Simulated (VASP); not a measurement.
A run of VASP 6.6.1:

INCAR

```
SYSTEM = NiO
ALGO = Normal ; EDIFF = 1E-6
ENCUT = 520 ; GGA = PE
ISIF = 2 ; ISMEAR = 0
ISPIN = 2 ; LASPH = .True.
LCHARG = .False. ; LMAXMIX = 4
LORBIT = 11 ; LREAL = .False.
LWAVE = .False. ; MAGMOM = 1.51 -1.51 0 0
NBANDS = 28 ; NELM = 150
PREC = Accurate ; SIGMA = 0.05
```

Contents of KPOINTS:

```
k-points
0
Gamma
  10 10 10
  0 0 0
```

The input POSCAR:

```
NiO
1.0
   -2.0823767579     -2.0823767579      4.1830721375
   -4.1830721375     -2.0823767579      2.0823767579
   -2.0823767579     -4.1830721375      2.0823767579
Ni O
2 2
Direct
    0.0000000000      0.0000000000      0.0000000000
    0.5000000000      0.5000000000      0.5000000000
    1.2499992777     -0.7500007223     -0.7500007223
    1.7500007223     -0.2499992777     -0.2499992777
```

Potentials or basis: VASP PAW PBE potentials, release 64 (Ni, O).

The run is started by

```bash
$ cat potpaw_PBE.64/Ni/POTCAR potpaw_PBE.64/O/POTCAR > POTCAR
$ mpirun -np 1 vasp_std > vasp.out
```

Hardware: 1 thread of Oxide Virtual Turin-like Processor, on a shared host.

Task: How long does it take, and how much memory?

Result: Run time: 13 min on 1 thread of Oxide Virtual Turin-like Processor (shared host), peak memory 0.36 GiB. Counts: scf iterations 15, k points 116.
